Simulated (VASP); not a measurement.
Here is a VASP 6.6.1 calculation.

Contents of INCAR:

```
PREC = Accurate
ENCUT = 520
EDIFF = 1E-7
ISMEAR = -1
SIGMA = 0.08
LREAL = F
LASPH = T
NELM = 100
ALGO = Normal
ISIF = 2
LWAVE = F
LCHARG = F
GGA = CA
NBANDS = 10
```

File KPOINTS:

```
Automatic mesh
0
Gamma
  20 20 20
```

The input POSCAR:

```
Ir
1.0
   -1.3457229575      1.3457229575      1.3457229575
    1.3457229575     -1.3457229575      1.3457229575
    1.3457229575      1.3457229575     -1.3457229575
Ir
1
Direct
    0.0000000000      0.0000000000      0.0000000000
```

Potentials or basis: VASP PAW LDA potentials, release 64 (Ir).

Command:

```console
$ cat potpaw_LDA.64/Ir/POTCAR > POTCAR
$ mpirun -np 1 vasp_std > vasp.out
```

Problem. Predict the pressure.

Solution. 361.0 GPa.

Problem. What does it give for the band gap on the k mesh?

Solution. Zero (an odd number of electrons rules out a gap without spin polarisation).

Caveat: the cell stands under pressure; spin-orbit coupling is left out, which moves the levels of the heavy elements.
